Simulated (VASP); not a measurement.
# H (P6_3/mmc) in VASP: notebook, part 2 of 2

VASP 6.6.1. Earlier steps stand in the parts before.

## (3) Electric field gradients, r2SCAN

The input, POSCAR:

```
H
1.0
    2.0149994853      0.0000000000      0.0000000000
   -1.0074997427      1.7450407429      0.0000000000
    0.0000000000      0.0000000000      3.2370000000
H
2
Direct
    0.3333333333      0.6666666667      0.2500000000
    0.6666666667      0.3333333333      0.7500000000
```

The input, INCAR.step1:

```
PREC     = Accurate       # precision mode
ENCUT    = 440            # plane-wave cutoff, eV
ISMEAR   = -1             # smearing method
SIGMA    = 0.03           # smearing width, eV
LREAL    = F              # projectors in reciprocal space
LASPH    = T              # aspherical terms in the spheres
NELM     = 120            # most SCF steps
NBANDS   = 8              # bands
GGA      = PE             # functional
ALGO     = Normal         # electronic algorithm
EDIFF    = 1E-5           # SCF threshold, eV
LWAVE    = T              # write WAVECAR
LCHARG   = F              # write CHGCAR
GGA_COMPAT= F
```

The input, INCAR.step2:

```
PREC     = Accurate       # precision mode
ENCUT    = 440            # plane-wave cutoff, eV
EDIFF    = 1E-8           # SCF threshold, eV
ISMEAR   = -1             # smearing method
SIGMA    = 0.03           # smearing width, eV
LREAL    = F              # projectors in reciprocal space
LASPH    = T              # aspherical terms in the spheres
NELM     = 120            # most SCF steps
ALGO     = Normal         # electronic algorithm
ISIF     = 2              # what is computed and relaxed
LWAVE    = F              # write WAVECAR
LCHARG   = F              # write CHGCAR
METAGGA  = R2SCAN         # meta-GGA
LMIXTAU  = T            
LEFG     = T            
NBANDS   = 8              # bands
ISTART   = 1            
GGA_COMPAT= F
```

The input, KPOINTS:

```
Automatic mesh
0
Gamma
  13 13 7
```

Potentials or basis: VASP PAW PBE potentials, release 64 (H).

On the command line:

```console
$ cat potpaw_PBE.64/H/POTCAR > POTCAR
$ cp INCAR.step1 INCAR
$ mpirun -np 1 vasp_std > vasp.out
$ cp INCAR.step2 INCAR
$ mpirun -np 1 vasp_std > vasp.out
```

OUTCAR:

```text
PREC = Accurate
   ENCUT = 440
   EDIFF = 1E-8
   ISMEAR = -1
   LREAL = F
   LASPH = T
   NELM = 120
   ISIF = 2
   METAGGA = R2SCAN
   ISTART = 1

 ion  position               nearest neighbor table
   1  0.333  0.667  0.250-
   2  0.667  0.333  0.750-

  LATTYP: Found a hexagonal cell.
 ALAT       =     2.0149994853
 C/A-ratio  =     1.6064520232

  Lattice vectors:

 A1 = (   2.0149994853,   0.0000000000,   0.0000000000)
 A2 = (  -1.0074997427,   1.7450407429,   0.0000000000)
 A3 = (   0.0000000000,   0.0000000000,   3.2370000000)

Analysis of symmetry for initial positions (statically):
=====================================================================
 Subroutine PRICEL returns:
 Original cell was already a primitive cell.

 Routine SETGRP: Setting up the symmetry group for a
 hexagonal supercell.

 Subroutine GETGRP returns: Found 24 space group operations
 (whereof 12 operations were pure point group operations)
 out of a pool of 24 trial point group operations.

The static configuration has the point symmetry D_3d.
 The point group associated with its full space group is D_6h.

Analysis of symmetry for dynamics (positions and initial velocities):
=====================================================================
 Subroutine PRICEL returns:
 Original cell was already a primitive cell.

 Routine SETGRP: Setting up the symmetry group for a
 hexagonal supercell.

 Subroutine GETGRP returns: Found 24 space group operations
 (whereof 12 operations were pure point group operations)
 out of a pool of 24 trial point group operations.

The dynamic configuration has the point symmetry D_3d.
 The point group associated with its full space group is D_6h.

 Subroutine INISYM returns: Found 24 space group operations
 (whereof 12 operations are pure point group operations),
 and found     1 'primitive' translations

----------------------------------------------------------------------------------------

                                     Primitive cell

  volume of cell :      11.3821

  direct lattice vectors                    reciprocal lattice vectors
     2.014999485  0.000000000  0.000000000     0.496278042  0.286526261  0.000000000
    -1.007499743  1.745040743  0.000000000     0.000000000  0.573052523  0.000000000
     0.000000000  0.000000000  3.237000000     0.000000000  0.000000000  0.308928020

  length of vectors
     2.014999485  2.014999485  3.237000000     0.573052523  0.573052523  0.308928020

  position of ions in fractional coordinates (direct lattice)
     0.333333333  0.666666667  0.250000000
     0.666666667  0.333333333  0.750000000

  ion indices of the primitive-cell ions
   primitive index   ion index
                 1           1
                 2           2

----------------------------------------------------------------------------------------

 KPOINTS: Automatic mesh
[... 78 lines left out ...]
   PSTRESS=    0.0 pullay stress
   NELECT =       2.0000    total number of electrons
   NUPDOWN=      -1.0000    fix difference up-down
   EMIN   =  10.00;   EMAX   =-10.00  energy-range for DOS
   EFERMI =   0.00;   METHOD = LEGACY
   ISMEAR =    -1;   SIGMA  =   0.03  broadening in eV -4-tet -1-fermi 0-gaus
   EFERMI_NEDOS =   21; number of points for ismear=-14 and -15
   IALGO  =     38    algorithm
   IMIX   =      4    mixing-type and parameters
     AMIX     =   0.40;   BMIX     =  1.00
     AMIX_MAG =   1.60;   BMIX_MAG =  1.00
  volume/ion in A,a.u.               =       5.69        38.41
  Fermi-wavevector in a.u.,A,eV,Ry     =   0.916946  1.732777 11.439642  0.840790
  Thomas-Fermi vector in A             =   2.041859
   LORBIT       =      0    0 simple, 1 ext, 2 COOP (PROOUT), +10 PAW based schemes
   METAGGA = R2SCAN    functional components
   LHFCALC =     F    Hartree Fock is set to
   AEXX    =    0.0000 exact exchange contribution
   IVDW    =     0    specifies the selected vdW correction
   LEPSILON=     F    determine dielectric tensor
   LRPA    =     F    only Hartree local field effects (RPA)
 non-spin polarized calculation
  energy-cutoff  :      440.00
  volume of cell :       11.38
 maximum number of plane-waves:       251
 NGX is ok and might be reduce to    14
   NGX =  7   NGY =  7   NGZ = 11

 number of electron       1.9999999 magnetization

 Free energy of the ion-electron system (eV)
  ---------------------------------------------------
  ext. energy  EPLUGINS =         0.00000000
  ---------------------------------------------------
  free energy    TOTEN  =        -3.49829850 eV

  energy without entropy =       -3.49640076  energy(sigma->0) =       -3.49734963

 E-fermi :  -1.3114     XC(G=0):  -9.5518

 val. band max:       -1.3165880555   @ k =   0.0769   0.0769   0.1429
 cond. band min:      -1.2932162619   @ k =   0.2308   0.0769   0.2857
 fundamental gap:      0.0233717936
 Fermi energy:        -1.3113926450

 k-point     1 :       0.0000    0.0000    0.0000
  band No.  band energies     occupation
      1     -11.8787      2.00000
      2      -0.5796      0.00000
      3       7.4771      0.00000
      4      34.9095      0.00000
      5      35.2059      0.00000
      6      41.8474      0.00000
      7      41.8474      0.00000
      8      43.8793      0.00000
[... 243 lines left out ...]
 k-point    24 :       0.1538    0.0000    0.1429
  band No.  band energies     occupation
      1     -10.4138      2.00000
      2      -1.0591      0.00044
      3      10.7119      0.00000
      4      26.2714      0.00000
      5      30.0368      0.00000
      6      36.4065      0.00000
      7      38.2928      0.00000
      8      42.2157      0.00000

 [... further k-points ...]

------------------------ aborting loop because EDIFF is reached ----------------------------------------

  FORCE on cell =-STRESS in cart. coord.  units (eV):
  Direction    XX          YY          ZZ          XY          YZ          ZX
  --------------------------------------------------------------------------------------
  -------------------------------------------------------------------------------------
  Total       -1.6461364     -1.6461364     -2.0747535      0.0000000      0.0000000      0.0000000
  in kB     -231.7144912   -231.7144912   -292.0477646      0.0000000      0.0000000      0.0000000
  external PRESSURE =    -251.8255823 kB  Pullay stress =       0.0000000 kB

 VOLUME and BASIS-vectors are now :
 -----------------------------------------------------------------------------
  energy-cutoff  :      440.00
  volume of cell :       11.38
      direct lattice vectors                 reciprocal lattice vectors
     2.014999485  0.000000000  0.000000000     0.496278042  0.286526261  0.000000000
    -1.007499743  1.745040743  0.000000000     0.000000000  0.573052523  0.000000000
     0.000000000  0.000000000  3.237000000     0.000000000  0.000000000  0.308928020

 POSITION                                       TOTAL-FORCE (eV/Angst)
 -----------------------------------------------------------------------------------
     -0.00000      1.16336      0.80925        -0.000000     -0.000000      0.000000
      1.00750      0.58168      2.42775         0.000000      0.000000      0.000000
 -----------------------------------------------------------------------------------
    total drift:                               -0.000000      0.000000     -0.000000

  FREE ENERGIE OF THE ION-ELECTRON SYSTEM (eV)
  ---------------------------------------------------
  free  energy   TOTEN  =        -3.4982985005 eV

  energy  without entropy=       -3.4964007614  energy(sigma->0) =       -3.49734963

 Electric field gradients (V/A^2)
---------------------------------------------------------------------
 ion       V_xx      V_yy      V_zz      V_xy      V_xz      V_yz
---------------------------------------------------------------------
   1       0.082     0.081    -0.163    -0.001     0.000    -0.000
   2       0.082     0.081    -0.163    -0.001    -0.000     0.000
---------------------------------------------------------------------

 Electric field gradients after diagonalization (V/A^2)
 (convention: |V_zz| > |V_xx| > |V_yy|)
----------------------------------------------------------------------
 ion       V_xx      V_yy      V_zz     asymmetry (V_yy - V_xx)/ V_zz
----------------------------------------------------------------------
   1       0.083     0.081    -0.163       0.012
   2       0.083     0.081    -0.163       0.012
----------------------------------------------------------------------

           NMR quadrupolar parameters

 Cq : quadrupolar parameter    Cq=e*Q*V_zz/h
 eta: asymmetry parameters     (V_yy - V_xx)/ V_zz
 Q  : nuclear electric quadrupole moment in mb (millibarn)
----------------------------------------------------------------------
 ion       Cq(MHz)       eta       Q (mb)
----------------------------------------------------------------------
   1      -0.000       0.012       1.000
   2      -0.000       0.012       1.000
----------------------------------------------------------------------
```

Wall time 24 s (1 thread of Intel Xeon Platinum 8259CL at 2.50GHz (Skylake/Cascade Lake), shared host); peak memory 0.11 GiB.

What came out:

| Quantity | Value |
| --- | --- |
| Free energy | -3.4983 eV |
| Pressure | -25.2 GPa |
| Band gap on the k mesh | zero (bands 1 and 2 overlap by 9.27 eV) |
| Largest electric field gradient by atom | H -0.16 V/Å² |

Caveat: the stress differs along the axes, from -29 to -23 GPa; the atoms stand far beyond bonding distance, and open shells without spin polarisation read as a metal; without QUAD_EFG the Cq values of the log hold for a quadrupole moment of 1 mb, not for the nuclei; the PAW data sets were made with another functional, which shifts forces and pressure a little.

The gap in the log of VASP goes by the Fermi energy; the results here count the filled bands.